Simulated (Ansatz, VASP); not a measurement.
**GaN in VASP and in Ansatz**

```xyz
4
Lattice="2.5943 0.0000 0.0000 -1.2972 2.2467 0.0000 0.0000 0.0000 4.6841" Properties=species:S:1:pos:R:3 pbc="T T T"
Ga    0.0000    1.4978    0.0688
Ga    1.2972    0.7489    2.4109
N     0.0000    1.4978    1.6924
N     1.2972    0.7489    4.0345
```

Alike in both runs: task single point; functional PBE; k mesh 14 × 14 × 8; occupations fermi-dirac, width 0.05 eV; no spin polarisation.

|  | VASP | Ansatz |
| --- | --- | --- |
| version | VASP 6.6.1 | Ansatz 0.2.0 |
| potentials or method | VASP PAW PBE potentials, release 64 (Ga_d, N), cutoff 520 eV | all-electron LAPW, scalar-relativistic |

Ansatz gave:

| Item | Value |
| --- | --- |
| gap on the k mesh at the Fermi level (eV) | 2.90 |
| rms of the force components (eV/Å) | 0.016 |

Q: Which values does VASP return?

A: gap on the k mesh at the Fermi level (eV): 2.88; rms of the force components (eV/Å): 0.012.

Atom by atom the forces differ by 0.004 eV/Å (rms over components). Ansatz ran all-electron here, and VASP with PAW potentials.
